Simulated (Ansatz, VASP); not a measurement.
## Two plane-wave programs on NaTlS2

```
Na S Tl
1.0
     4.25324    0.00000    0.00000
     0.00000    4.25324    0.00000
     0.00000    0.00000   13.07756
Na S Tl
2 4 2
Direct
  0.50000 0.00000 0.88048
  0.00000 0.50000 0.11952
  0.50000 0.50000 0.00000
  0.00000 0.00000 0.26806
  0.50000 0.50000 0.50000
  0.00000 0.00000 0.73194
  0.50000 0.00000 0.37192
  0.00000 0.50000 0.62808
```

Alike in both runs: task single point; functional PBE; k mesh 6 × 6 × 2; occupations fermi-dirac, width 0.02 eV; no spin polarisation.

|  | VASP | Ansatz |
| --- | --- | --- |
| version | VASP 6.6.1 | Ansatz 0.2.0 |
| potentials or method | VASP PAW PBE potentials, release 64 (Na_pv, S, Tl_d) | plane waves, PAW |
| plane-wave cutoff (eV) | 520 | 420 |
| valence electrons in the cell | 64 | 68 |

```csv
,VASP,Ansatz,Ansatz less VASP
pressure (GPa),1.1,1.2,+0.05
rms of the force components (eV/Å),0.053,0.056,+0.0028
```

The functional is the same, so the differences come from potentials, cutoffs and numerics. VASP's potentials hold 64 valence electrons a cell and Ansatz's 68, so a difference there can come from the potentials and not from the codes.

Spin-orbit coupling is off throughout.
